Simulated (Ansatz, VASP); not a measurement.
# Hg: VASP beside Ansatz

INCAR

```
PREC     = Accurate       # precision mode
ENCUT    = 500            # plane-wave cutoff, eV
EDIFF    = 1E-6           # SCF threshold, eV
ISMEAR   = 0              # smearing method
SIGMA    = 0.1            # smearing width, eV
LREAL    = False          # projectors in reciprocal space
LASPH    = True           # aspherical terms in the spheres
NELM     = 120            # most SCF steps
ALGO     = Normal         # electronic algorithm
ISIF     = 2              # what is computed and relaxed
LWAVE    = False          # write WAVECAR
LCHARG   = False          # write CHGCAR
GGA      = PE             # functional
NBANDS   = 12             # bands
GGA_COMPAT= False
```

Contents of KPOINTS:

```
regular mesh
0
Gamma
  2 2 2
```

POSCAR

```
Hg
1.0
    2.2339762741     -2.0458582601      0.0000000000
    2.2339762741      2.0458582601      0.0000000000
   -0.3487351701      0.0000000000      3.0398006871
Hg
1
Direct
    0.5000000000      0.5000000000      0.5000000000
```

Input for Ansatz:

```yaml
crystal:
  lattice:
    - [2.2339762741, -2.0458582601, 0.0]
    - [2.2339762741, 2.0458582601, 0.0]
    - [-0.3487351701, 0.0, 3.0398006871]
  atoms:
    - { symbol: Hg, position: [0.5, 0.5, 0.5] }
basis:
  ecutwfc: 420
kpoints:
  mp_grid: { grid: [2, 2, 2] }
hamiltonian:
  xc: pbe
scf:
  occupations: { method: gaussian, width: 0.1 }
output:
  forces: true
  stress: true
  eigenvalues: true
```

Alike in both runs: task single point; functional PBE; k mesh 2 × 2 × 2; occupations gaussian, width 0.1 eV; no spin polarisation.

|  | VASP | Ansatz |
| --- | --- | --- |
| version | VASP 6.6.1 | Ansatz 0.2.0 |
| potentials or method | VASP PAW PBE potentials, release 64 (Hg), cutoff 500 eV | scalar-relativistic, plane waves, PAW |
| valence electrons in the cell | 12 | 20 |

Ansatz gave:

```
gap on the k mesh at the Fermi level (eV)                     : none
pressure (GPa)                                                : 11.1
traceless stress, the component that is largest in VASP (GPa) : 4.59
```

Problem. Estimate VASP's values.

Solution. gap on the k mesh at the Fermi level (eV): none; pressure (GPa): 11.0; traceless stress, the component that is largest in VASP (GPa): 4.59.

A gap of «none» marks a metal or a gap that the smearing closes. VASP's potentials hold 12 valence electrons a cell and Ansatz's 20, so a difference there can come from the potentials and not from the codes.

The k mesh is coarse, so the values compare programs but aren't converged. Neither program's run includes spin-orbit coupling.
